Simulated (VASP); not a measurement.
# Mg5ZnS6 in VASP: single point with PBE

Aim: the single point of Mg5ZnS6 with PBE.

All numbers are computed with VASP 6.6.1; they aren't measurements. Logs are shortened: lines on timing, memory, paths and dates and some standing lists are left out, and cuts for length are marked.

## Step 1: The cell of the first run

The typed cell holds 12 atoms: a = 3.708 Å, b = 3.710 Å, c = 15.532 Å, α = 90.00°, β = 90.00°, γ = 90.00°.

## Step 2: Single point, PBE

INCAR

```
PREC     = Accurate       # precision mode
ENCUT    = 520            # plane-wave cutoff, eV
EDIFF    = 1E-7           # SCF threshold, eV
ISMEAR   = 0              # smearing method
SIGMA    = 0.1            # smearing width, eV
LREAL    = F              # projectors in reciprocal space
LASPH    = T              # aspherical terms in the spheres
NELM     = 60             # most SCF steps
ALGO     = Normal         # electronic algorithm
ISIF     = 2              # what is computed and relaxed
LWAVE    = F              # write WAVECAR
LCHARG   = F              # write CHGCAR
GGA      = PE             # functional
NBANDS   = 41             # bands
```

KPOINTS

```
regular mesh
0
Gamma
  4 4 1
```

POSCAR

```
Mg5ZnS6
1.0
    3.7078627345      0.0000231604      0.0001512600
    0.0000248150      3.7095623872      0.0000509854
   -0.0008718769     -0.0004689145     15.5322528958
Mg Zn S
5 1 6
Direct
    0.4999911865      0.4953752438      0.1645218716
   -0.0000222522     -0.0045220317      0.3320867248
    0.5000034196      0.4950100805      0.4999999218
    0.0000126361     -0.0045202915      0.6679110241
    0.4999852355      0.4954206199      0.8354961872
    0.0000235383      0.0668629988      0.0000253185
   -0.0000002837     -0.0085365910      0.1632060209
    0.4999911889      0.4950821210      0.3322861964
    0.0000041336     -0.0049513579      0.4999943993
    0.5000017297      0.4950973031      0.6677024707
    0.0000009884     -0.0085059570      0.8367711783
    0.5000084793      0.4881878622     -0.0000013136
```

Potentials or basis: VASP PAW PBE potentials, release 64 (Mg, Zn, S).

The run is started by

```bash
cat potpaw_PBE.64/Mg/POTCAR potpaw_PBE.64/Zn/POTCAR potpaw_PBE.64/S/POTCAR > POTCAR
mpirun -np 1 vasp_std > vasp.out
```

OUTCAR:

```text
PREC = Accurate
   ENCUT = 520
   EDIFF = 1E-7
   ISMEAR = 0
   LREAL = F
   LASPH = T
   NELM = 60
   ISIF = 2
   GGA = PE

 ion  position               nearest neighbor table
   1  0.500  0.495  0.165-  12 2.56   8 2.61   7 2.61   7 2.61   7 2.63   7 2.63
   2  1.000  0.995  0.332-   9 2.61   8 2.62   8 2.62   7 2.62   8 2.62   8 2.62
   3  0.500  0.495  0.500-  10 2.60   8 2.60   9 2.62   9 2.62   9 2.62   9 2.62
   4  0.000  0.995  0.668-   9 2.61  10 2.62  10 2.62  11 2.62  10 2.62  10 2.62
   5  0.500  0.495  0.835-  12 2.56  10 2.61  11 2.61  11 2.61  11 2.63  11 2.63
   6  0.000  0.067  0.000-  12 2.42  12 2.42   7 2.55  11 2.55  12 2.84  12 2.84
   7  1.000  0.991  0.163-   6 2.55   1 2.61   1 2.61   2 2.62   1 2.63   1 2.63
   8  0.500  0.495  0.332-   3 2.60   1 2.61   2 2.62   2 2.62   2 2.62   2 2.62
   9  0.000  0.995  0.500-   2 2.61   4 2.61   3 2.62   3 2.62   3 2.62   3 2.62
  10  0.500  0.495  0.668-   3 2.60   5 2.61   4 2.62   4 2.62   4 2.62   4 2.62
  11  0.000  0.991  0.837-   6 2.55   5 2.61   5 2.61   4 2.62   5 2.63   5 2.63
  12  0.500  0.488  1.000-   6 2.42   6 2.42   5 2.56   1 2.56   6 2.84   6 2.84

  LATTYP: Found a simple monoclinic cell.
 ALAT       =     3.7078627377
 B/A-ratio  =     1.0004583907
 C/A-ratio  =     4.6419284729
 COS(beta)  =    -0.4308415686

  Lattice vectors:

 A1 = (   3.7078627345,   0.0000231604,   0.0001512600)
 A2 = (  -0.0000248150,  -3.7095623872,  -0.0000509854)
 A3 = (  -7.4148535921,   0.0004225937, -15.5325554158)

Analysis of symmetry for initial positions (statically):
=====================================================================
 Subroutine PRICEL returns:
 Original cell was already a primitive cell.

 Routine SETGRP: Setting up the symmetry group for a
 simple monoclinic supercell.

 Subroutine GETGRP returns: Found  1 space group operations
 (whereof  1 operations were pure point group operations)
 out of a pool of  4 trial point group operations.

The static configuration has the point symmetry C_1 .

Analysis of symmetry for dynamics (positions and initial velocities):
=====================================================================
 Subroutine PRICEL returns:
 Original cell was already a primitive cell.

 Routine SETGRP: Setting up the symmetry group for a
 simple monoclinic supercell.

 Subroutine GETGRP returns: Found  1 space group operations
 (whereof  1 operations were pure point group operations)
 out of a pool of  4 trial point group operations.
[... 116 lines left out ...]
   PSTRESS=    0.0 pullay stress
   NELECT =      58.0000    total number of electrons
   NUPDOWN=      -1.0000    fix difference up-down
   EMIN   =  10.00;   EMAX   =-10.00  energy-range for DOS
   EFERMI =   0.00;   METHOD = LEGACY
   ISMEAR =     0;   SIGMA  =   0.10  broadening in eV -4-tet -1-fermi 0-gaus
   EFERMI_NEDOS =   21; number of points for ismear=-14 and -15
   IALGO  =     38    algorithm
   IMIX   =      4    mixing-type and parameters
     AMIX     =   0.40;   BMIX     =  1.00
     AMIX_MAG =   1.60;   BMIX_MAG =  1.00
  volume/ion in A,a.u.               =      17.80       120.14
  Fermi-wavevector in a.u.,A,eV,Ry     =   1.060044  2.003193 15.288776  1.123693
  Thomas-Fermi vector in A             =   2.195411
   LORBIT       =      0    0 simple, 1 ext, 2 COOP (PROOUT), +10 PAW based schemes
   GGA     = PE    functional components
   LHFCALC =     F    Hartree Fock is set to
   AEXX    =    0.0000 exact exchange contribution
   IVDW    =     0    specifies the selected vdW correction
   LEPSILON=     F    determine dielectric tensor
   LRPA    =     F    only Hartree local field effects (RPA)
 non-spin polarized calculation
 Gauss-broadening in eV      SIGMA  =   0.10
  energy-cutoff  :      520.00
  volume of cell :      213.64
 maximum number of plane-waves:      5780
   NGX = 13   NGY = 13   NGZ = 57

 number of electron      57.9999997 magnetization

 Free energy of the ion-electron system (eV)
  ---------------------------------------------------
  ext. energy  EPLUGINS =         0.00000000
  ---------------------------------------------------
  free energy    TOTEN  =       -48.57935137 eV

  energy without entropy =      -48.57935137  energy(sigma->0) =      -48.57935137

 E-fermi :   4.0575     XC(G=0):  -9.7693

 val. band max:        3.6292038503   @ k =  -0.0000   0.5000   0.0000
 cond. band min:       5.1612593515   @ k =   0.5000   0.5000   0.0000
 fundamental gap:      1.5320555012
 Fermi energy:         4.0575400100

 k-point     1 :       0.0000    0.0000    0.0000
  band No.  band energies     occupation
      1      -9.1808      2.00000
      2      -8.8561      2.00000
      3      -8.7662      2.00000
      4      -7.9982      2.00000
      5      -7.9813      2.00000
      6      -7.5055      2.00000
[... 429 lines left out ...]
     40      10.0564      0.00000
     41      10.1922      0.00000

------------------------ aborting loop because EDIFF is reached ----------------------------------------

  FORCE on cell =-STRESS in cart. coord.  units (eV):
  Direction    XX          YY          ZZ          XY          YZ          ZX
  --------------------------------------------------------------------------------------
  -------------------------------------------------------------------------------------
  Total       -0.2975448     -0.3163017     -0.3264339     -0.0004611      0.0008124      0.0010973
  in kB       -2.2314245     -2.3720907     -2.4480771     -0.0034580      0.0060927      0.0082293
  external PRESSURE =      -2.3505308 kB  Pullay stress =       0.0000000 kB

 VOLUME and BASIS-vectors are now :
 -----------------------------------------------------------------------------
  energy-cutoff  :      520.00
  volume of cell :      213.64
      direct lattice vectors                 reciprocal lattice vectors
     3.707862734  0.000023160  0.000151260     0.269697146 -0.000001804  0.000015139
     0.000024815  3.709562387  0.000050985    -0.000001684  0.269573576  0.000008138
    -0.000871877 -0.000468915 15.532252896    -0.000002626 -0.000000885  0.064382160

 POSITION                                       TOTAL-FORCE (eV/Angst)
 -----------------------------------------------------------------------------------
      1.85377      1.83756      2.55550         0.000081      0.000244     -0.002176
      3.70752      3.69266      5.15826         0.000151     -0.000584      0.001874
      1.85352      1.83605      7.76623        -0.000006      0.000225      0.000490
     -0.00051      3.69248     10.37421        -0.000114     -0.000468     -0.001339
      1.85316      1.83741     12.97724         0.000176      0.000036      0.000213
      0.00009      0.24803      0.00040        -0.000048     -0.007977     -0.001747
      3.70774      3.67784      2.53516        -0.000075     -0.002151      0.018245
      1.85362      1.83639      5.16125        -0.000040     -0.000183     -0.001579
     -0.00040      3.69096      7.76609        -0.000053     -0.000483     -0.000560
      1.85337      1.83629     10.37102         0.000091     -0.000335      0.001295
     -0.00070      3.67762     12.99699        -0.000129     -0.001968     -0.015603
      1.85310      1.81051     15.53233        -0.000032      0.013645      0.000888
 -----------------------------------------------------------------------------------
    total drift:                               -0.000009      0.001292      0.000014

  FREE ENERGIE OF THE ION-ELECTRON SYSTEM (eV)
  ---------------------------------------------------
  free  energy   TOTEN  =       -48.5793513705 eV

  energy  without entropy=      -48.5793513704  energy(sigma->0) =      -48.57935137
```

Wall time 56 s (1 thread of Intel Xeon 6975P-C (Granite Rapids), shared host); peak memory 0.32 GiB.

Results:

* Free energy: -48.5794 eV
* Pressure: -0.2 GPa
* Largest force: 0.018 eV/Å
* Band gap on the k mesh: 1.53 eV (least direct gap 1.77 eV)

Forces on the atoms (eV/Å):
```
Mg   0.000  0.000 -0.002
Mg   0.000 -0.001  0.002
Mg   0.000  0.000  0.000
Mg   0.000  0.000 -0.001
Mg   0.000  0.000  0.000
Zn   0.000 -0.008 -0.002
S    0.000 -0.002  0.018
S    0.000  0.000 -0.002
S    0.000  0.000 -0.001
S    0.000  0.000  0.001
S    0.000 -0.002 -0.016
S    0.000  0.014  0.001
```

Levels at points of the mesh, in eV from the valence-band top:
```tsv
k point	band 25	band 26	band 27	band 28	band 29	band 30	band 31	band 32	band 33	band 34
(0.00, 0.00, 0.00)	-0.65	-0.64	-0.18	-0.13	-0.10	1.67	3.04	3.55	3.63	4.35
(0.50, 0.00, 0.00)	-0.79	-0.77	-0.67	-0.54	-0.04	4.70	4.73	4.76	4.79	4.92
(0.00, 0.50, 0.00)	-0.79	-0.76	-0.66	-0.49	0.00	4.52	4.73	4.73	4.85	5.03
(0.50, 0.50, 0.00)	-2.34	-1.88	-1.82	-1.74	-1.73	1.53	2.64	3.65	4.07	4.26
```

Caveat: the k points lie up to 0.42 Å⁻¹ apart. A k mesh can miss the band edges.
